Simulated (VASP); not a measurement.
Wanted: the native input for a VASP 6.6.1 run.

- Task: single point
- Functional: PBE
- Potentials or basis: VASP PAW PBE potentials, release 64 (Sr_sv, O)
- Cutoff: 600 eV
- k mesh: 6 × 6 × 6
- Occupations: gaussian, width 0.01 eV
- Spin: no spin polarisation
- Dipole correction: no
- Further INCAR settings: ALGO = Normal; EDIFF = 1e-06; NBANDS = 15

The structure of SrO lies in POSCAR:

```
SrO
1.0
    3.6292960000      0.0000000000      0.0000000000
    1.8146480000      3.1430625339      0.0000000000
    1.8146480000      1.0476875113      2.9633077752
Sr O
1 1
Direct
    0.5000000000      0.5000000000      0.5000000000
    0.0000000000      0.0000000000      0.0000000000
```

The input as run:

INCAR

```
  PREC = Accurate
  ENCUT = 600
  EDIFF = 1E-6
  ISMEAR = 0
  SIGMA = 0.01
  LREAL = False
  LASPH = True
  NELM = 120
  ALGO = Normal
  ISIF = 2
  LWAVE = False
  LCHARG = False
  GGA = PE
  NBANDS = 15
  GGA_COMPAT = False
```

KPOINTS

```
Automatic mesh
0
Gamma
  6 6 6
```

Potentials or basis: VASP PAW PBE potentials, release 64 (Sr_sv, O).

Command:

```sh
$ cat potpaw_PBE.64/Sr_sv/POTCAR potpaw_PBE.64/O/POTCAR > POTCAR
$ mpirun -np 1 vasp_std > vasp.out
```

Results of the run:

The pressure is 3.8 GPa. The band gap on the k mesh is 3.26 eV, indirect (least direct gap 3.35 eV).

It used 19 s of CPU time on 1 thread of AMD EPYC 7R13 Processor (Zen 3), with other jobs on the host.
